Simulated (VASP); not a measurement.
TiAl30 (a cell with a defect), 31 atoms in the cell. The cell holds a defect, 31 atoms: a = 8.100 Å, b = 8.100 Å, c = 8.100 Å, α = 90.00°, β = 90.00°, γ = 90.00°. 

| Quantity | Value |
| --- | --- |
| Program | VASP 6.6.1 |
| Task | single point |
| Functional | r2SCAN |
| Potentials or basis | VASP PAW PBE potentials, release 64 (Al, Ti_sv) |
| Cutoff | 520 eV |
| k mesh | 2 × 2 × 2 |
| Occupations | gaussian, width 0.05 eV |
| Spin | no spin polarisation |
| Dipole correction | no |
| Further INCAR settings | LREAL = Auto; ALGO = Normal; EDIFF = 1e-06; NBANDS = 72 |

Potentials or basis: VASP PAW PBE potentials, release 64 (Al, Ti_sv).

Launch:

```bash
$ cat potpaw_PBE.64/Al/POTCAR potpaw_PBE.64/Ti_sv/POTCAR > POTCAR
$ cp INCAR.step1 INCAR
$ mpirun -np 1 vasp_std > vasp.out
$ cp INCAR.step2 INCAR
$ mpirun -np 1 vasp_std > vasp.out
```

Hardware: 1 thread of Oxide Virtual Turin-like Processor, on a shared host.

Question: Estimate the wall time of this run.

Answer: Wall time 35 min on 1 thread of Oxide Virtual Turin-like Processor, on a shared host, peak memory 0.59 GiB. Counts: k points 8.
